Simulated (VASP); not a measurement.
# Ti6H in VASP: a series of runs

Runs on Ti6H. Level: PBE. Tasks: single point.

Everything below comes from runs of VASP 6.6.1. Logs are shortened: lines on timing, memory, paths and dates and some standing lists are left out, and cuts for length are marked.

### Step 1. The cell of the first run

The cell holds a slab with vacuum, 7 atoms: a = 2.938 Å, b = 4.650 Å, c = 21.284 Å, α = 90.00°, β = 90.00°, γ = 90.00°.

### Step 2. Single point, PBE

The input, INCAR:

```
SYSTEM = Ti6H
PREC     = Accurate       ! precision mode
ENCUT    = 520            ! plane-wave cutoff, eV
EDIFF    = 1E-6           ! SCF threshold, eV
ISMEAR   = 0              ! smearing method
SIGMA    = 0.1            ! smearing width, eV
LREAL    = .FALSE.        ! projectors in reciprocal space
LASPH    = .TRUE.         ! aspherical terms in the spheres
NELM     = 60             ! most SCF steps
ALGO     = Normal         ! electronic algorithm
ISIF     = 2              ! what is computed and relaxed
LWAVE    = .FALSE.        ! write WAVECAR
LCHARG   = .TRUE.         ! write CHGCAR
LDIPOL   = .TRUE.       
IDIPOL   = 3            
DIPOL    = 0.5 0.5 0.352
GGA      = PE             ! functional
LELF     = .TRUE.         ! ELF
LVHAR    = .TRUE.       
LVACPOTAV= .TRUE.       
NBANDS   = 46             ! bands
```

The input, KPOINTS:

```
Automatic mesh
0
G
  9 6 1
  0 0 0
```

The input, POSCAR:

```
Ti6H
1.0
    2.9381632085      0.0000000000      0.0000000000
    0.0000000000      4.6504654182      0.0000000000
    0.0000000000      0.0000000000     21.2842242132
Ti H
6 1
Direct
    0.0000000000      0.7500000000      0.1879326190
    0.5000000000      0.2500000000      0.2277825403
    0.5000000000      0.7500000000      0.3074823829
    0.0000000000      0.2500000000      0.3461291980
    0.0000000000      0.7500000000      0.4234366441
    0.5000000000      0.2500000000      0.4617906208
    1.0000000000      0.7500000000      0.5104005062
```

Potentials or basis: VASP PAW PBE potentials, release 64 (Ti_sv, H).

The run is started by

```sh
cat potpaw_PBE.64/Ti_sv/POTCAR potpaw_PBE.64/H/POTCAR > POTCAR
mpirun -np 1 vasp_std > vasp.out
```

OUTCAR:

```text
SYSTEM = Ti6H
   PREC = Accurate
   ENCUT = 520
   EDIFF = 1E-6
   ISMEAR = 0
   LREAL = .FALSE.
   LASPH = .TRUE.
   NELM = 60
   ISIF = 2
   GGA = PE

 ion  position               nearest neighbor table
   1  0.000  0.750  0.188-   2 2.88   2 2.88   2 2.88   2 2.88
   2  0.500  0.250  0.228-   1 2.88   1 2.88   1 2.88   1 2.88   3 2.88   3 2.88   4 2.92   4 2.92

   3  0.500  0.750  0.307-   4 2.87   4 2.87   4 2.87   4 2.87   5 2.87   5 2.87   2 2.88   2 2.88

   4  0.000  0.250  0.346-   5 2.85   5 2.85   6 2.87   6 2.87   3 2.87   3 2.87   3 2.87   3 2.87
                             2 2.92   2 2.92
   5  0.000  0.750  0.423-   7 1.85   4 2.85   4 2.85   6 2.87   6 2.87   6 2.87   6 2.87   3 2.87
                             3 2.87
   6  0.500  0.250  0.462-   4 2.87   4 2.87   5 2.87   5 2.87   5 2.87   5 2.87
   7  0.000  0.750  0.510-   5 1.85

  LATTYP: Found a simple orthorhombic cell.
 ALAT       =     2.9381632085
 B/A-ratio  =     1.5827798145
 C/A-ratio  =     7.2440578357

  Lattice vectors:

 A1 = (   2.9381632085,   0.0000000000,   0.0000000000)
 A2 = (   0.0000000000,   4.6504654182,   0.0000000000)
 A3 = (   0.0000000000,   0.0000000000,  21.2842242132)

Analysis of symmetry for initial positions (statically):
=====================================================================
 Subroutine PRICEL returns:
 Original cell was already a primitive cell.

 Routine SETGRP: Setting up the symmetry group for a
 simple orthorhombic supercell.

 Subroutine GETGRP returns: Found  4 space group operations
 (whereof  2 operations were pure point group operations)
 out of a pool of  8 trial point group operations.

The static configuration has the point symmetry C_1h.
 The point group associated with its full space group is C_2v.

Analysis of symmetry for dynamics (positions and initial velocities):
=====================================================================
 Subroutine PRICEL returns:
 Original cell was already a primitive cell.

 Routine SETGRP: Setting up the symmetry group for a
 simple orthorhombic supercell.

 Subroutine GETGRP returns: Found  4 space group operations
 (whereof  2 operations were pure point group operations)
 out of a pool of  8 trial point group operations.

The dynamic configuration has the point symmetry C_1h.
[... 110 lines left out ...]
   NFREE  =      0    steps in history (QN), initial steepest desc. (CG)
   ISIF   =      2    stress and relaxation
   ISYM   =      2    0-nonsym 1-usesym 2-fastsym
   POTIM  = 0.5000    time-step for ionic-motion
   TEBEG  =    0.0;   TEEND  =   0.0 temperature during run
   PSTRESS=    0.0 pullay stress
   NELECT =      73.0000    total number of electrons
   NUPDOWN=      -1.0000    fix difference up-down
   EMIN   =  10.00;   EMAX   =-10.00  energy-range for DOS
   EFERMI =   0.00;   METHOD = LEGACY
   ISMEAR =     0;   SIGMA  =   0.10  broadening in eV -4-tet -1-fermi 0-gaus
   EFERMI_NEDOS =   21; number of points for ismear=-14 and -15
   IALGO  =     38    algorithm
   IMIX   =      4    mixing-type and parameters
     AMIX     =   0.40;   BMIX     =  1.00
     AMIX_MAG =   1.60;   BMIX_MAG =  1.00
  volume/ion in A,a.u.               =      41.55       280.37
  Fermi-wavevector in a.u.,A,eV,Ry     =   1.032696  1.951512 14.510077  1.066461
  Thomas-Fermi vector in A             =   2.166906
   LORBIT       =      0    0 simple, 1 ext, 2 COOP (PROOUT), +10 PAW based schemes
   GGA     = PE    functional components
   LHFCALC =     F    Hartree Fock is set to
   AEXX    =    0.0000 exact exchange contribution
   IVDW    =     0    specifies the selected vdW correction
   LEPSILON=     F    determine dielectric tensor
   LRPA    =     F    only Hartree local field effects (RPA)
 non-spin polarized calculation
 Gauss-broadening in eV      SIGMA  =   0.10
  energy-cutoff  :      520.00
  volume of cell :      290.82
 maximum number of plane-waves:      7881
 NGX is ok and might be reduce to    24
   NGX = 11   NGY = 17   NGZ = 79

 dipolmoment           0.000000      0.000000     -0.046796 electrons x Angstroem

 number of electron      73.0000014 magnetization

 dipolmoment           0.000000      0.000000      0.028332 electrons x Angstroem

 Free energy of the ion-electron system (eV)
  ---------------------------------------------------
  ext. energy  EPLUGINS =         0.00000000
  ---------------------------------------------------
  free energy    TOTEN  =       -46.98027248 eV

  energy without entropy =      -46.91985013  energy(sigma->0) =      -46.95006130

 E-fermi :   0.6298     XC(G=0):  -5.1566

 val. band max:        0.6244240632   @ k =   0.2222   0.0000   0.0000
 cond. band min:       0.6416552129   @ k =   0.0000   0.5000   0.0000
 fundamental gap:      0.0172311497
 Fermi energy:         0.6297540151

 k-point     1 :       0.0000    0.0000    0.0000
  band No.  band energies     occupation
      1     -56.4495      2.00000
      2     -56.4275      2.00000
      3     -56.1904      2.00000
      4     -56.1258      2.00000
      5     -56.0692      2.00000
      6     -55.9274      2.00000
[... 969 lines left out ...]
     45       2.1365      0.00000
     46       2.2725      0.00000

------------------------ aborting loop because EDIFF is reached ----------------------------------------

  FORCE on cell =-STRESS in cart. coord.  units (eV):
  Direction    XX          YY          ZZ          XY          YZ          ZX
  --------------------------------------------------------------------------------------
  -------------------------------------------------------------------------------------
  Total       -2.5000929     -4.8077313     -0.8966934      0.0000000      0.0000000      0.0000000
  in kB      -13.7732544    -26.4862582     -4.9399708      0.0000000      0.0000000      0.0000000
  external PRESSURE =     -15.0664945 kB  Pullay stress =       0.0000000 kB

 VOLUME and BASIS-vectors are now :
 -----------------------------------------------------------------------------
  energy-cutoff  :      520.00
  volume of cell :      290.82
      direct lattice vectors                 reciprocal lattice vectors
     2.938163208  0.000000000  0.000000000     0.340348690  0.000000000  0.000000000
     0.000000000  4.650465418  0.000000000     0.000000000  0.215032241  0.000000000
     0.000000000  0.000000000 21.284224213     0.000000000  0.000000000  0.046983155

 POSITION                                       TOTAL-FORCE (eV/Angst)
 -----------------------------------------------------------------------------------
      0.00000      3.48785      4.00000         0.000000      0.000000      0.349442
      1.46908      1.16262      4.84817         0.000000      0.000000      0.032672
      1.46908      3.48785      6.54452         0.000000      0.000000     -0.571253
      0.00000      1.16262      7.36709         0.000000      0.000000      0.217123
      0.00000      3.48785      9.01252         0.000000      0.000000     -0.012209
      1.46908      1.16262      9.82886         0.000000      0.000000     -0.013126
      0.00000      3.48785     10.86348         0.000000      0.000000     -0.002649
 -----------------------------------------------------------------------------------
    total drift:                                0.000000      0.000000     -0.000480

  FREE ENERGIE OF THE ION-ELECTRON SYSTEM (eV)
  ---------------------------------------------------
  free  energy   TOTEN  =       -46.9802724765 eV

  energy  without entropy=      -46.9198501263  energy(sigma->0) =      -46.95006130

 vacuum level on the upper side and lower side of the slab         4.733         4.356
```

OSZICAR:

```text
N       E                     dE             d eps       ncg     rms          rms(c)
DAV:   1     0.901770312235E+03    0.90177E+03   -0.39318E+04  2096   0.158E+03
DAV:   2     0.720685713526E+02   -0.82970E+03   -0.81559E+03  1894   0.514E+02
DAV:   3    -0.324805053511E+02   -0.10455E+03   -0.10226E+03  3018   0.161E+02
[... 23 lines left out ...]
DAV:  27    -0.469802411096E+02   -0.43977E-04   -0.33577E-06  1744   0.105E-02    0.613E-03
DAV:  28    -0.469802626186E+02   -0.21509E-04   -0.28232E-06  1464   0.819E-03    0.172E-03
DAV:  29    -0.469802696222E+02   -0.70036E-05   -0.71440E-07  1364   0.410E-03    0.131E-03
DAV:  30    -0.469802721591E+02   -0.25369E-05   -0.40097E-07  1274   0.356E-03    0.132E-03
DAV:  31    -0.469802724765E+02   -0.31734E-06   -0.16941E-07  1234   0.231E-03
   1 F= -.46980272E+02 E0= -.46950061E+02  d E =-.604224E-01
```

stdout:

```text
POSCAR found type information on POSCAR TiH
 POSCAR found :  2 types and       7 ions
 scaLAPACK will be used
 LDA part: xc-table for (Slater+PW92), standard interpolation
 POSCAR, INCAR and KPOINTS ok, starting setup
 FFT: planning ... GRIDC
 FFT: planning ... GRID_SOFT
 FFT: planning ... GRID
 WAVECAR not read
 entering main loop
 -----------------------------------------------------------------------------
|                                                                             |
|           W    W    AA    RRRRR   N    N  II  N    N   GGGG   !!!           |
|           W    W   A  A   R    R  NN   N  II  NN   N  G    G  !!!           |
|           W    W  A    A  R    R  N N  N  II  N N  N  G       !!!           |
|           W WW W  AAAAAA  RRRRR   N  N N  II  N  N N  G  GGG   !            |
|           WW  WW  A    A  R   R   N   NN  II  N   NN  G    G                |
|           W    W  A    A  R    R  N    N  II  N    N   GGGG   !!!           |
|                                                                             |
|     Did not find any points to average over, which means that no vacuum     |
|     field-free region was found. Please increase the size of  your cell     |
|     in the dimension of the dipole correction to obtain accurate            |
|     workfunction values.                                                    |
|                                                                             |
 -----------------------------------------------------------------------------
```

Run time: 14 min. Hardware: 1 thread of Intel Xeon 8259CL, shared host; peak memory 0.46 GiB.

Results:

| Property | Result |
| --- | --- |
| Free energy | -46.9803 eV |
| Largest force | 0.571 eV/Å |
| Band gap on the k mesh | zero (an odd number of electrons rules out a gap without spin polarisation) |

Forces in eV/Å, atoms in the order of the input:
```
Ti   0.000  0.000  0.349
Ti   0.000  0.000  0.033
Ti   0.000  0.000 -0.571
Ti   0.000  0.000  0.217
Ti   0.000  0.000 -0.012
Ti   0.000  0.000 -0.013
H    0.000  0.000 -0.003
```

Levels at points of the mesh, in eV from the Fermi level:
```csv
k point,band 34,band 35,band 36,band 37,band 38,band 39,band 40,band 41
"(0.00, 0.00, 0.00)",-0.55,-0.07,0.17,0.48,0.57,0.74,0.94,0.96
"(0.00, 0.50, 0.00)",-0.63,-0.07,0.01,0.18,0.21,0.41,0.48,0.74
```

### Step 3. Single point, PBE

The input, INCAR:

```
SYSTEM = Ti6H
PREC = Accurate
ENCUT = 520
EDIFF = 1E-6
ISMEAR = 0
SIGMA = 0.1
LREAL = .FALSE.
LASPH = .TRUE.
NELM = 60
ALGO = Normal
ISIF = 2
LWAVE = .FALSE.
LCHARG = .FALSE.
LDIPOL = .TRUE.
IDIPOL = 3
DIPOL = 0.5 0.5 0.348
GGA = PE
NBANDS = 46
```

The input, KPOINTS:

```
regular mesh
0
G
  9 6 1
  0 0 0
```

POSCAR: that of step 2 with these lines changed.

```diff
@@ -12,4 +12,4 @@
     0.0000000000      0.2500000000      0.3461291980
-    0.0000000000      0.7500000000      0.4234366441
-    0.5000000000      0.2500000000      0.4617906208
-    1.0000000000      0.7500000000      0.5104005062
+    0.0000000000      0.7500000000      0.4235955581
+    0.5000000000      0.2500000000      0.4581634715
+    0.5000000000      0.7500000000      0.4829449906
```

Potentials or basis: VASP PAW PBE potentials, release 64 (Ti_sv, H).

The run is started by

```sh
cat potpaw_PBE.64/Ti_sv/POTCAR potpaw_PBE.64/H/POTCAR > POTCAR
mpirun -np 1 vasp_std > vasp.out
```

OUTCAR:

```text
SYSTEM = Ti6H
   PREC = Accurate
   ENCUT = 520
   EDIFF = 1E-6
   ISMEAR = 0
   LREAL = .FALSE.
   LASPH = .TRUE.
   NELM = 60
   ISIF = 2
   GGA = PE

 ion  position               nearest neighbor table
   1  0.000  0.750  0.188-   2 2.88   2 2.88   2 2.88   2 2.88
   2  0.500  0.250  0.228-   1 2.88   1 2.88   1 2.88   1 2.88   3 2.88   3 2.88   4 2.92   4 2.92

[... 1200 lines left out ...]
  -------------------------------------------------------------------------------------
  Total       -1.9498705     -3.0726714     -0.9814578      0.0000000      0.0000000      0.0000000
  in kB      -10.7420257    -16.9276449     -5.4069460      0.0000000      0.0000000      0.0000000
  external PRESSURE =     -11.0255389 kB  Pullay stress =       0.0000000 kB

 VOLUME and BASIS-vectors are now :
 -----------------------------------------------------------------------------
  energy-cutoff  :      520.00
  volume of cell :      290.82
      direct lattice vectors                 reciprocal lattice vectors
     2.938163208  0.000000000  0.000000000     0.340348690  0.000000000  0.000000000
     0.000000000  4.650465418  0.000000000     0.000000000  0.215032241  0.000000000
     0.000000000  0.000000000 21.284224213     0.000000000  0.000000000  0.046983155

 POSITION                                       TOTAL-FORCE (eV/Angst)
 -----------------------------------------------------------------------------------
      0.00000      3.48785      4.00000         0.000000      0.000000      0.346931
      1.46908      1.16262      4.84817         0.000000      0.000000      0.022623
      1.46908      3.48785      6.54452         0.000000      0.000000     -0.384005
      0.00000      1.16262      7.36709         0.000000      0.000000      0.021255
      0.00000      3.48785      9.01590         0.000000      0.000000      0.007814
      1.46908      1.16262      9.75165         0.000000      0.000000     -0.005655
      1.46908      3.48785     10.27911         0.000000      0.000000     -0.008963
 -----------------------------------------------------------------------------------
    total drift:                                0.000000      0.000000     -0.000284

  FREE ENERGIE OF THE ION-ELECTRON SYSTEM (eV)
  ---------------------------------------------------
  free  energy   TOTEN  =       -47.8806447402 eV

  energy  without entropy=      -47.8206532989  energy(sigma->0) =      -47.85064902

 vacuum level on the upper side and lower side of the slab         4.439         4.297
```

Run time: 16 min. Hardware: 1 thread of Intel Xeon 8259CL, shared host; peak memory 0.46 GiB.

What came out:

```yaml
Free_energy: -47.8806 eV
Largest_force: 0.384 eV/Å
Band_gap_on_the_k_mesh: zero (an odd number of electrons rules out a gap without spin polarisation)
```

Forces in eV/Å, atoms in the order of the input:
```
Ti   0.000  0.000  0.347
Ti   0.000  0.000  0.023
Ti   0.000  0.000 -0.384
Ti   0.000  0.000  0.021
Ti   0.000  0.000  0.008
Ti   0.000  0.000 -0.006
H    0.000  0.000 -0.009
```

Levels at points of the mesh, in eV from the Fermi level:
| k point | band 35 | band 36 | band 37 | band 38 | band 39 | band 40 |
| --- | --- | --- | --- | --- | --- | --- |
| (0.00, 0.00, 0.00) | -0.09 | 0.17 | 0.50 | 0.57 | 0.74 | 0.87 |
| (0.00, 0.50, 0.00) | -0.11 | -0.05 | 0.12 | 0.18 | 0.39 | 0.55 |

### Step 4. Single point, PBE

The input, INCAR:

```
SYSTEM = Ti6H
ALGO     = Normal         ! electronic algorithm
DIPOL    = 0.5 0.5 0.353
EDIFF    = 1E-6           ! SCF threshold, eV
ENCUT    = 520            ! plane-wave cutoff, eV
GGA      = PE             ! functional
IDIPOL   = 3            
ISIF     = 2              ! what is computed and relaxed
ISMEAR   = 0              ! smearing method
LASPH    = .True.         ! aspherical terms in the spheres
LCHARG   = .False.        ! write CHGCAR
LDIPOL   = .True.       
LREAL    = .False.        ! projectors in reciprocal space
LWAVE    = .False.        ! write WAVECAR
NBANDS   = 46             ! bands
NELM     = 80             ! most SCF steps
PREC     = Accurate       ! precision mode
SIGMA    = 0.1            ! smearing width, eV
```

The input, KPOINTS:

```
k-points
0
Gamma
  9 6 1
  0 0 0
```

POSCAR: that of step 3 with these lines changed.

```diff
@@ -12,4 +12,4 @@
     0.0000000000      0.2500000000      0.3461291980
-    0.0000000000      0.7500000000      0.4235955581
-    0.5000000000      0.2500000000      0.4581634715
-    0.5000000000      0.7500000000      0.4829449906
+    0.0000000000      0.7500000000      0.4202542207
+    0.5000000000      0.2500000000      0.4640978492
+    1.0000000000      0.2500000000      0.5204608382
```

The run is started by

```sh
cat potpaw_PBE.64/Ti_sv/POTCAR potpaw_PBE.64/H/POTCAR > POTCAR
mpirun -np 1 vasp_std > vasp.out
```

Run time: 17 min. Hardware: 1 thread of Intel Xeon 8259CL, shared host; peak memory 0.46 GiB.

Results (log left out):

- Free energy: -47.6959 eV
- Largest force: 0.525 eV/Å
- Band gap on the k mesh: zero (an odd number of electrons rules out a gap without spin polarisation)

Forces on the atoms (eV/Å):
```
Ti   0.000  0.000  0.252
Ti   0.000  0.000  0.085
Ti   0.000  0.000 -0.525
Ti   0.000  0.000  0.207
Ti   0.000  0.000 -0.011
Ti   0.000  0.000 -0.016
H    0.000  0.000  0.008
```

Levels at points of the mesh, in eV from the Fermi level:
| k point | band 34 | band 35 | band 36 | band 37 | band 38 | band 39 | band 40 | band 41 |
| --- | --- | --- | --- | --- | --- | --- | --- | --- |
| (0.00, 0.00, 0.00) | -0.54 | -0.14 | 0.14 | 0.53 | 0.57 | 0.66 | 0.84 | 0.95 |
| (0.00, 0.50, 0.00) | -0.48 | -0.45 | 0.05 | 0.11 | 0.21 | 0.35 | 0.48 | 0.64 |

### Step 5. Summary

| cell | gap on the mesh (eV) | largest force (eV/Å) |
| --- | --- | --- |
| as given, atomic positions A | none | 0.57 |
| as given, atomic positions B | none | 0.38 |
| as given, atomic positions C | none | 0.53 |

Alike in all rows: task single point; level PBE; potentials or basis VASP PAW PBE potentials, release 64 (Ti_sv, H); no spin polarisation; k mesh 9 × 6 × 1; cutoff (eV) 520; smearing gaussian 0.1 eV.

Total energies depend on the potentials used, so only differences within one code and one set of settings carry meaning.
